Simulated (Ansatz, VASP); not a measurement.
**TiAl in VASP and in Ansatz**

File INCAR:

```
SYSTEM = TiAl
  PREC = Accurate
  ENCUT = 520
  EDIFF = 1E-6
  ISMEAR = 0
  SIGMA = 0.15
  LREAL = .FALSE.
  LASPH = .TRUE.
  NELM = 100
  ALGO = Fast
  ISIF = 2
  LWAVE = .FALSE.
  LCHARG = .FALSE.
  GGA = PS
  NBANDS = 14
```

KPOINTS

```
regular mesh
0
G
  20 20 20
  0 0 0
```

Contents of POSCAR:

```
TiAl
1.0
    3.0617798551      0.0000000000      0.0000000000
    0.0000000000      3.0617798551      0.0000000000
    0.0000000000      0.0000000000      3.1564740774
Ti Al
1 1
Direct
    0.0000000000      0.0000000000      0.0000000000
    0.5000000000      0.5000000000      0.5000000000
```

Input for Ansatz:

```yaml
crystal:
  lattice:
    - [3.0617798551, 0.0, 0.0]
    - [0.0, 3.0617798551, 0.0]
    - [0.0, 0.0, 3.1564740774]
  atoms:
    - { symbol: Ti, position: [0.0, 0.0, 0.0] }
    - { symbol: Al, position: [0.5, 0.5, 0.5] }
basis:
  ecutwfc: 420
kpoints:
  mp_grid: { grid: [20, 20, 20] }
hamiltonian:
  xc: pbesol
scf:
  occupations: { method: gaussian, width: 0.15 }
output:
  forces: true
  stress: true
  eigenvalues: true
```

Change from the starting cell: strain -0.030 along x and y, +0.000 along z, atoms carried along.

Alike in both runs: task single point; functional PBEsol; k mesh 20 × 20 × 20; occupations gaussian, width 0.15 eV; no spin polarisation.

|  | VASP | Ansatz |
| --- | --- | --- |
| version | VASP 6.6.1 | Ansatz 0.2.0 |
| potentials or method | VASP PAW PBE potentials, release 64 (Ti_sv, Al), cutoff 520 eV | scalar-relativistic, plane waves, PAW |
| valence electrons in the cell | 15 | 15 |

```tsv
	VASP	Ansatz	Ansatz less VASP
gap on the k mesh at the Fermi level (eV)	none	none	-
pressure (GPa)	8.2	8.2	-0.05
traceless stress, the component that is largest in VASP (GPa)	1.52	1.52	+0.003
```

VASP's potentials were made for PBE, not for PBEsol. A gap of «none» marks a metal or a gap that the smearing closes.
